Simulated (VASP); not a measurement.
# Ni in VASP: a series of runs, part 2 of 3

VASP 6.6.1.

### Step 3. Single point, PBE, collinear spin, ferromagnetic start

Contents of INCAR:

```
SYSTEM = Ni
PREC = Accurate
ENCUT = 520
EDIFF = 1E-7
ISMEAR = -1
SIGMA = 0.05
LREAL = .FALSE.
LASPH = .TRUE.
NELM = 150
ALGO = Normal
ISIF = 2
LWAVE = .FALSE.
LCHARG = .FALSE.
ISPIN = 2
MAGMOM = 1 1 1
LORBIT = 11
LMAXMIX = 4
LDIPOL = .TRUE.
IDIPOL = 3
DIPOL = 0.5 0.5 0.500
GGA = PE
NBANDS = 26
EFIELD = -0.1
```

Contents of KPOINTS:

```
Automatic mesh
0
G
  19 19 1
  0 0 0
```

Contents of POSCAR:

```
Ni
1.0
    2.4880369258      0.0000000000      0.0000000000
   -1.2440184629      2.1547031833      0.0000000000
    0.0000000000      0.0000000000     20.0629000000
Ni
3
Direct
    0.1666666667      0.3333333333      0.4003274249
    0.5000000000      1.0000000000      0.5000012712
    0.8333333333      0.6666666667      0.5996713036
```

Potentials or basis: VASP PAW PBE potentials, release 64 (Ni).

Launch:

```bash
$ cat potpaw_PBE.64/Ni/POTCAR > POTCAR
$ mpirun -np 1 vasp_std > vasp.out
```

OUTCAR:

```text
SYSTEM = Ni
   PREC = Accurate
   ENCUT = 520
   EDIFF = 1E-7
   ISMEAR = -1
   LREAL = .FALSE.
   LASPH = .TRUE.
   NELM = 150
   ISIF = 2
   ISPIN = 2
   LORBIT = 11
   GGA = PE

 ion  position               nearest neighbor table
   1  0.167  0.333  0.400-   2 2.46   2 2.46   2 2.46
   2  0.500  0.000  0.500-   3 2.46   3 2.46   3 2.46   1 2.46   1 2.46   1 2.46
   3  0.833  0.667  0.600-   2 2.46   2 2.46   2 2.46

  LATTYP: Found a hexagonal cell.
 ALAT       =     2.4880369258
 C/A-ratio  =     8.0637468809

  Lattice vectors:

 A1 = (   2.4880369258,   0.0000000000,   0.0000000000)
 A2 = (  -1.2440184629,   2.1547031833,   0.0000000000)
 A3 = (   0.0000000000,   0.0000000000,  20.0629000000)

Analysis of symmetry for initial positions (statically):
=====================================================================
 Subroutine PRICEL returns:
 Original cell was already a primitive cell.

 Routine SETGRP: Setting up the symmetry group for a
 hexagonal supercell.

 Subroutine GETGRP returns: Found 12 space group operations
 (whereof  4 operations were pure point group operations)
 out of a pool of 24 trial point group operations.

The static configuration has the point symmetry C_2h.
 The point group associated with its full space group is D_3d.

Analysis of symmetry for dynamics (positions and initial velocities):
=====================================================================
 An external electric field (EFIELD) may reduce the allowed symmetry operations
 Subroutine PRICEL returns:
 Original cell was already a primitive cell.

 Routine SETGRP: Setting up the symmetry group for a
 hexagonal supercell.

 Subroutine GETGRP returns: Found  6 space group operations
 (whereof  2 operations were pure point group operations)
 out of a pool of 24 trial point group operations.

The dynamic configuration has the point symmetry C_1h.
 The point group associated with its full space group is C_3v.

Analysis of structural, dynamic, and magnetic symmetry:
=====================================================================
 Subroutine PRICEL returns:
 Original cell was already a primitive cell.

 Routine SETGRP: Setting up the symmetry group for a
 hexagonal supercell.

 Subroutine GETGRP returns: Found  6 space group operations
 (whereof  2 operations were pure point group operations)
 out of a pool of 24 trial point group operations.

The overall configuration has the point symmetry C_1h.
 The point group associated with its full space group is C_3v.

 Subroutine INISYM returns: Found  6 space group operations
 (whereof  2 operations are pure point group operations),
 and found     1 'primitive' translations

----------------------------------------------------------------------------------------

                                     Primitive cell

  volume of cell :     107.5568

  direct lattice vectors                    reciprocal lattice vectors
     2.488036926  0.000000000  0.000000000     0.401923295  0.232050523  0.000000000
    -1.244018463  2.154703183  0.000000000     0.000000000  0.464101045  0.000000000
     0.000000000  0.000000000 20.062900000     0.000000000  0.000000000  0.049843243

  length of vectors
     2.488036926  2.488036926 20.062900000     0.464101045  0.464101045  0.049843243

  position of ions in fractional coordinates (direct lattice)
     0.166666667  0.333333333  0.400327425
[... 85 lines left out ...]
   NFREE  =      0    steps in history (QN), initial steepest desc. (CG)
   ISIF   =      2    stress and relaxation
   ISYM   =      2    0-nonsym 1-usesym 2-fastsym
   POTIM  = 0.5000    time-step for ionic-motion
   TEBEG  =    0.0;   TEEND  =   0.0 temperature during run
   PSTRESS=    0.0 pullay stress
   NELECT =      30.0000    total number of electrons
   NUPDOWN=      -1.0000    fix difference up-down
   EMIN   =  10.00;   EMAX   =-10.00  energy-range for DOS
   EFERMI =   0.00;   METHOD = LEGACY
   ISMEAR =    -1;   SIGMA  =   0.05  broadening in eV -4-tet -1-fermi 0-gaus
   EFERMI_NEDOS =   21; number of points for ismear=-14 and -15
   IALGO  =     38    algorithm
   IMIX   =      4    mixing-type and parameters
     AMIX     =   0.40;   BMIX     =  1.00
     AMIX_MAG =   1.60;   BMIX_MAG =  1.00
  volume/ion in A,a.u.               =      35.85       241.94
  Fermi-wavevector in a.u.,A,eV,Ry     =   1.069636  2.021319 15.566707  1.144121
  Thomas-Fermi vector in A             =   2.205321
   LORBIT       =     11    0 simple, 1 ext, 2 COOP (PROOUT), +10 PAW based schemes
   GGA     = PE    functional components
   LHFCALC =     F    Hartree Fock is set to
   AEXX    =    0.0000 exact exchange contribution
   IVDW    =     0    specifies the selected vdW correction
   LEPSILON=     F    determine dielectric tensor
   LRPA    =     F    only Hartree local field effects (RPA)
 spin polarized calculation
  energy-cutoff  :      520.00
  volume of cell :      107.56
 maximum number of plane-waves:      2931
 NGX is ok and might be reduce to    20
   NGX =  9   NGY =  9   NGZ = 75

 dipolmoment           0.000000      0.000000      0.009463 electrons x Angstroem

 number of electron      29.9999987 magnetization       2.1711504

 dipolmoment           0.000000      0.000000     -0.021399 electrons x Angstroem

 Free energy of the ion-electron system (eV)
  ---------------------------------------------------
  ext. energy  EPLUGINS =         0.00000000
  ---------------------------------------------------
  free energy    TOTEN  =       -15.14879066 eV

  energy without entropy =      -15.10174078  energy(sigma->0) =      -15.12526572

 E-fermi :  -0.5706     XC(G=0):  -4.9389

 val. band max:       -0.5713908087   @ k =   0.3684   0.2632   0.0000
 cond. band min:      -0.5574459631   @ k =   0.3684   0.2632   0.0000
 fundamental gap:      0.0139448455
 Fermi energy:        -0.5705507209

 spin component 1

 k-point     1 :       0.0000    0.0000    0.0000
  band No.  band energies     occupation
      1      -8.8855      1.00000
      2      -6.8315      1.00000
      3      -5.5117      1.00000
      4      -3.0577      1.00000
      5      -3.0397      1.00000
      6      -3.0243      1.00000
[... 685 lines left out ...]
     25      11.4324      0.00000
     26      11.6473      0.00000

 [... further k-points ...]

 spin component 2

 k-point     1 :       0.0000    0.0000    0.0000
  band No.  band energies     occupation
      1      -8.9057      1.00000
      2      -6.7983      1.00000
      3      -5.1627      1.00000
      4      -2.2803      1.00000
      5      -2.2740      1.00000
      6      -2.2660      1.00000
[... 685 lines left out ...]
     25      11.4447      0.00000
     26      11.6826      0.00000

 [... further k-points ...]

------------------------ aborting loop because EDIFF is reached ----------------------------------------

 vacuum level on the upper side and lower side of the slab       (xc-potential included)         0.609        -0.641

  FORCE on cell =-STRESS in cart. coord.  units (eV):
  Direction    XX          YY          ZZ          XY          YZ          ZX
  --------------------------------------------------------------------------------------
  -------------------------------------------------------------------------------------
  Total       -1.2803470     -1.2803470      0.0031886      0.0000000      0.0000000      0.0000000
  in kB      -19.0721779    -19.0721779      0.0474979      0.0000000      0.0000000      0.0000000
  external PRESSURE =     -12.6989526 kB  Pullay stress =       0.0000000 kB

 VOLUME and BASIS-vectors are now :
 -----------------------------------------------------------------------------
  energy-cutoff  :      520.00
  volume of cell :      107.56
      direct lattice vectors                 reciprocal lattice vectors
     2.488036926  0.000000000  0.000000000     0.401923295  0.232050523  0.000000000
    -1.244018463  2.154703183  0.000000000     0.000000000  0.464101045  0.000000000
     0.000000000  0.000000000 20.062900000     0.000000000  0.000000000  0.049843243

 POSITION                                       TOTAL-FORCE (eV/Angst)
 -----------------------------------------------------------------------------------
      0.00000      0.71823      8.03173        -0.000000      0.000000     -0.000737
      1.24402      0.00000     10.03148         0.000000     -0.000000      0.000154
      1.24402      1.43647     12.03115        -0.000000     -0.000000      0.000583
 -----------------------------------------------------------------------------------
    total drift:                               -0.000000      0.000000     -0.000024

  FREE ENERGIE OF THE ION-ELECTRON SYSTEM (eV)
  ---------------------------------------------------
  free  energy   TOTEN  =       -15.1487906630 eV

  energy  without entropy=      -15.1017407830  energy(sigma->0) =      -15.12526572

 vacuum level on the upper side and lower side of the slab         5.042         3.811

 total charge

# of ion       s       p       d       tot
------------------------------------------
    1        0.495   0.388   8.303   9.186
    2        0.496   0.506   8.316   9.318
    3        0.494   0.387   8.303   9.185
--------------------------------------------------
tot          1.485   1.282  24.922  27.689

 magnetization (x)

# of ion       s       p       d       tot
------------------------------------------
    1       -0.001  -0.019   0.745   0.726
    2       -0.007  -0.025   0.778   0.747
    3       -0.001  -0.019   0.747   0.728
--------------------------------------------------
tot         -0.009  -0.062   2.271   2.200
```

stdout:

```text
POSCAR found type information on POSCAR Ni
 POSCAR found :  1 types and       3 ions
 scaLAPACK will be used
 LDA part: xc-table for (Slater+PW92), standard interpolation
 POSCAR, INCAR and KPOINTS ok, starting setup
 FFT: planning ... GRIDC
 FFT: planning ... GRID_SOFT
 FFT: planning ... GRID
 WAVECAR not read
 entering main loop
```

Wall time 3.8 min (1 thread of Intel Xeon 6975P-C (Granite Rapids), shared host); peak memory 0.36 GiB.

Results:

- Free energy: -15.1488 eV
- Net moment: 2.17 μB per cell
- Site moments: Ni +0.73, +0.75 μB
- Valence electrons inside the program's atomic spheres: Ni 9.19, 9.32

### Step 4. Single point, PBEsol, collinear spin, ferromagnetic start

Contents of INCAR:

```
SYSTEM = Ni
ALGO = Normal
DIPOL = 0.5 0.5 0.500
EDIFF = 1E-7
ENCUT = 520
GGA = PS
IDIPOL = 3
ISIF = 2
ISMEAR = -1
ISPIN = 2
LASPH = .True.
LCHARG = .True.
LDIPOL = .True.
LELF = .True.
LMAXMIX = 4
LORBIT = 11
LREAL = .False.
LVACPOTAV = .True.
LVHAR = .True.
LWAVE = .False.
MAGMOM = 1 1 1
NBANDS = 26
NELM = 150
PREC = Accurate
SIGMA = 0.05
```

Contents of KPOINTS:

```
k-points
0
Gamma
  19 19 1
  0 0 0
```

Contents of POSCAR:

```
Ni
1.0
    2.4880369258      0.0000000000      0.0000000000
   -1.2440184629      2.1547031833      0.0000000000
    0.0000000000      0.0000000000     20.0629000000
Ni
3
Direct
    0.1666666665      0.3333333335      0.3987447657
    0.5000000005      0.9999999995      0.4999999997
    0.8333333335      0.6666666665      0.6012552343
```

Launch:

```bash
$ cat potpaw_PBE.64/Ni/POTCAR > POTCAR
$ mpirun -np 1 vasp_std > vasp.out
```

Run time: 3.2 min. Hardware: 1 thread of Intel Xeon 6975P-C (Granite Rapids), shared host; peak memory 0.35 GiB.

Results (log left out):

- Free energy: -16.8200 eV
- Largest force: 0.500 eV/Å
- Net moment: 2.16 μB per cell
- Site moments: Ni +0.72, +0.75 μB
- Valence electrons inside the program's atomic spheres: Ni 9.17, 9.29

Forces on the atoms (eV/Å):
```
Ni   0.000  0.000  0.500
Ni   0.000  0.000  0.000
Ni   0.000  0.000 -0.500
```

Levels at points of the mesh, in eV from the Fermi level:
Spin up:
| k point | band 13 | band 14 | band 15 | band 16 | band 17 | band 18 | band 19 | band 20 |
| --- | --- | --- | --- | --- | --- | --- | --- | --- |
| (0.00, 0.00, 0.00) | -1.29 | -1.02 | -0.93 | -0.93 | -0.68 | -0.68 | 0.32 | 4.79 |
Spin down:
```
           k point  band 10  band 11  band 12  band 13  band 14  band 15  band 16  band 17
(0.00, 0.00, 0.00)    -1.31    -1.31    -0.68    -0.55    -0.55    -0.21    -0.21     0.13
```

Caveat: the PAW data sets were made with another functional, which shifts forces and pressure a little.

### Step 5. Single point, PBE, collinear spin, ferromagnetic start

Contents of INCAR:

```
SYSTEM = Ni
PREC = Accurate
ENCUT = 520
EDIFF = 1E-6
ISMEAR = -1
SIGMA = 0.05
LREAL = .False.
LASPH = .True.
NELM = 150
ALGO = Normal
ISIF = 2
LWAVE = .False.
LCHARG = .True.
ISPIN = 2
MAGMOM = 1 1 1
LORBIT = 11
LMAXMIX = 4
LDIPOL = .True.
IDIPOL = 3
DIPOL = 0.5 0.5 0.500
GGA = PE
LELF = .True.
LVHAR = .True.
LVACPOTAV = .True.
NBANDS = 26
```

Contents of KPOINTS:

```
Automatic mesh
0
Gamma
  19 19 1
  0 0 0
```

POSCAR is that of step 4.

Launch:

```bash
$ cat potpaw_PBE.64/Ni/POTCAR > POTCAR
$ mpirun -np 1 vasp_std > vasp.out
```

Wall time 11 min (1 thread of Oxide Virtual Turin-like, shared host); peak memory 0.32 GiB.

The run converged. Its results:

```
Free energy                                           : -15.1419 eV
Largest force                                         : 0.179 eV/Å
Net moment                                            : 2.17 μB per cell
Site moments                                          : Ni +0.73, +0.75 μB
Valence electrons inside the program's atomic spheres : Ni 9.17, 9.29
```

Forces in eV/Å, atoms in the order of the input:
```
Ni   0.000  0.000  0.179
Ni   0.000  0.000  0.000
Ni   0.000  0.000 -0.179
```

Levels at points of the mesh, in eV from the Fermi level:
Spin up:
```csv
k point,band 14,band 15,band 16,band 17,band 18,band 19
"(0.00, 0.00, 0.00)",-1.04,-0.93,-0.93,-0.69,-0.69,0.32
```
Spin down:
| k point | band 9 | band 10 | band 11 | band 12 | band 13 | band 14 | band 15 | band 16 | band 17 | band 18 |
| --- | --- | --- | --- | --- | --- | --- | --- | --- | --- | --- |
| (0.00, 0.00, 0.00) | -1.40 | -1.30 | -1.30 | -0.68 | -0.58 | -0.58 | -0.25 | -0.25 | 0.12 | 0.12 |

(Continued in part 3 of 3.)
